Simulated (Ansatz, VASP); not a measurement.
One calculation of WSe, two programs

INCAR

```
ALGO = Normal
DIPOL = 0.5 0.5 0.500
EDIFF = 1E-6
EDIFFG = -0.02
ENCUT = 520
GGA = PS
IBRION = 2
IDIPOL = 3
ISIF = 2
ISMEAR = 0
LASPH = True
LCHARG = False
LDIPOL = True
LREAL = False
LWAVE = False
NELM = 60
NSW = 80
PREC = Accurate
SIGMA = 0.05
```

File KPOINTS:

```
k-points
0
Gamma
  9 9 1
```

POSCAR

```
WSe
1.0
    3.2702526784      0.0000000000      0.0000000000
   -1.6351263392      2.8321218963      0.0000000000
    0.0000000000      0.0000000000     31.6612169706
W Se
2 2
Direct
    0.0000000000      0.0000000000      0.2368828718
    0.0000000000      0.0000000000      0.7631171282
    0.3333333333      0.6666666667      0.2897164081
    0.3333333333      0.6666666667      0.7102835919
```

Input for Ansatz:

```yaml
crystal:
  lattice:
    - [3.2702526784, 0.0, 0.0]
    - [-1.6351263392, 2.8321218963, 0.0]
    - [0.0, 0.0, 31.6612169706]
  atoms:
    - { symbol: W, position: [0.0, 0.0, 0.2368828718] }
    - { symbol: Se, position: [0.3333333333, 0.6666666667, 0.2897164081] }
    - { symbol: Se, position: [0.3333333333, 0.6666666667, 0.7102835919] }
    - { symbol: W, position: [0.0, 0.0, 0.7631171282] }
basis:
  ecutwfc: 420
kpoints:
  mp_grid: { grid: [9, 9, 1] }
hamiltonian:
  xc: pbesol
scf:
  occupations: { method: gaussian, width: 0.05 }
output:
  forces: true
  eigenvalues: true
  write_density: true
  write_potential: true
  elf: true
  volumetric_format: npy
relax:
  adjacent_minimum: "off"
  f_tol: 0.02
  max_steps: 60
efield:
  axis: 3
  dipole_correction: true
  ramp_width: 0.04
```

Alike in both runs: task relaxation of the atoms; functional PBEsol; k mesh 9 × 9 × 1; occupations gaussian, width 0.05 eV; no spin polarisation.

|  | VASP | Ansatz |
| --- | --- | --- |
| version | VASP 6.6.1 | Ansatz 0.2.0 |
| potentials or method | VASP PAW PBE potentials, release 64 (W_sv, Se), cutoff 520 eV | scalar-relativistic, plane waves, PAW |
| valence electrons in the cell | 40 | 60 |

|  | VASP | Ansatz | Ansatz less VASP |
| --- | --- | --- | --- |
| gap on the k mesh at the Fermi level, each at its own relaxed structure (eV) | 0.34 | 0.34 | -0.002 |

VASP's potentials were made for PBE, not for PBEsol. VASP's potentials hold 40 valence electrons a cell and Ansatz's 60, so a difference there can come from the potentials and not from the codes. Ansatz's warnings: xc potential rough in thin density.

Neither program's run includes spin-orbit coupling.
